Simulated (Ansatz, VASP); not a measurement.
## Rb2SnHgAu4: VASP beside Ansatz

```
CELL_PARAMETERS angstrom
-4.03716 4.03716 3.38641
4.03716 -4.03716 3.38641
4.03716 4.03716 -3.38641
ATOMIC_POSITIONS crystal
Hg 0.00000 0.00000 0.00000
Au 0.42970 0.42970 0.34220
Au 0.57030 0.91250 0.00000
Au 0.08750 0.08750 0.65780
Au 0.91250 0.57030 0.00000
Sn 0.50000 0.50000 0.00000
Rb 0.00000 0.50000 0.50000
Rb 0.50000 0.00000 0.50000
```

Alike in both runs: task single point; functional PBE; k mesh 7 × 7 × 7; occupations gaussian, width 0.0818 eV; no spin polarisation.

```csv
,VASP,Ansatz
version,VASP 6.6.1,Ansatz 0.2.0
potentials or method,"VASP PAW PBE potentials, release 64 (Hg, Au, Sn_d, Rb_sv), cutoff 520 eV",PAW plane waves
valence electrons in the cell,88,128
```

```tsv
	VASP	Ansatz	Ansatz less VASP
pressure (GPa)	7.6	7.4	-0.16
traceless stress, the component that is largest in VASP (GPa)	2.89	2.81	-0.074
rms of the force components (eV/Å)	0.809	0.790	-0.0192
```

Atom by atom the forces differ by 0.023 eV/Å (rms over components). With one functional, cell and mesh, what is left measures potentials, basis and numerics. VASP's potentials hold 88 valence electrons a cell and Ansatz's 128, so a difference there can come from the potentials and not from the codes.

Spin-orbit coupling is off throughout.
